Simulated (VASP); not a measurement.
Wanted: the native input for a VASP 6.6.1 run.

```yaml
Task: single point
Functional: RPBE
Dispersion: D4
Potentials_or_basis: VASP PAW PBE potentials, release 64 (As_d, B)
Cutoff: 560 eV
k_mesh: 10 × 10 × 10
Occupations: fermi-dirac, width 0.05 eV
Spin: no spin polarisation
Dipole_correction: no
Further_INCAR_settings: ALGO = Normal; EDIFF = 1e-06; NBANDS = 16
```

The structure of BAs lies in POSCAR:

```
BAs
1.0
    0.0000000000      2.4199312360      2.4199312360
    2.4199312360      0.0000000000      2.4199312360
    2.4199312360      2.4199312360      0.0000000000
As B
1 1
Direct
    0.7500000000      0.7500000000      0.7500000000
    0.0000000000      0.0000000000      0.0000000000
```

The input as run:

INCAR

```
ALGO = Normal
EDIFF = 1E-6
ENCUT = 560
GGA = RP
GGA_COMPAT = False
ISIF = 2
ISMEAR = -1
IVDW = 13
LASPH = True
LCHARG = True
LELF = True
LREAL = False
LVHAR = True
LWAVE = False
NBANDS = 16
NELM = 120
PREC = Accurate
SIGMA = 0.05
```

KPOINTS

```
k-points
0
Gamma
  10 10 10
```

Potentials or basis: VASP PAW PBE potentials, release 64 (As_d, B).

Command:

```sh
$ cat potpaw_PBE.64/As_d/POTCAR potpaw_PBE.64/B/POTCAR > POTCAR
$ mpirun -np 1 vasp_std > vasp.out
```

Results of the run:

```yaml
Pressure: -9.3 GPa
Band_gap_on_the_k_mesh: 1.26 eV (least direct gap 3.24 eV)
Dispersion_energy_per_atom: -0.751 eV
```

Caveat: the cell stands under tension; the PAW data sets were made with another functional, which shifts forces and pressure a little.

Wall time 14 s on 1 thread of Intel(R) Xeon(R) 6975P-C (Granite Rapids) (shared host), peak memory 0.16 GiB.
